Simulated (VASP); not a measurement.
Here is a VASP 6.6.1 calculation.

File POSCAR:

```
Be
1.0
    2.1712654019      0.0000000000      0.0000000000
    0.0000000000      2.1712654019      0.0000000000
    0.0000000000      0.0000000000      2.1712654019
Be
1
Direct
    0.0000000000      0.0000000000      0.0000000000
```

The input INCAR.step1:

```
SYSTEM = Be
PREC = Accurate
ENCUT = 520
ISMEAR = -1
SIGMA = 0.1
LREAL = .False.
LASPH = .True.
NELM = 150
MAGMOM = 0 0 0
LSORBIT = .True.
GGA_COMPAT = .False.
NBANDS = 13
GGA = PE
ALGO = Normal
EDIFF = 1E-4
LWAVE = .True.
LCHARG = .False.
```

Contents of INCAR.step2:

```
SYSTEM = Be
PREC = Accurate
ENCUT = 520
EDIFF = 1E-6
ISMEAR = -1
SIGMA = 0.1
LREAL = .False.
LASPH = .True.
NELM = 150
ALGO = Normal
ISIF = 2
LWAVE = .False.
LCHARG = .False.
MAGMOM = 0 0 0
LORBIT = 11
LSORBIT = .True.
GGA_COMPAT = .False.
LORBMOM = .True.
METAGGA = R2SCAN
LMIXTAU = .True.
NBANDS = 13
ISTART = 1
```

The input KPOINTS:

```
Automatic mesh
0
Gamma
  14 14 14
  0 0 0
```

Potentials or basis: VASP PAW PBE potentials, release 64 (Be).

The run is started by

```sh
$ cat potpaw_PBE.64/Be/POTCAR > POTCAR
$ cp INCAR.step1 INCAR
$ mpirun -np 1 vasp_ncl > vasp.out
$ cp INCAR.step2 INCAR
$ mpirun -np 1 vasp_ncl > vasp.out
```

(1) What does it give for the pressure?

(2) Predict the net moment.

Results:

(1) 0.5 GPa.

(2) 0.00 μB per cell.

Caveat: the PAW data sets were made with another functional, which shifts forces and pressure a little.
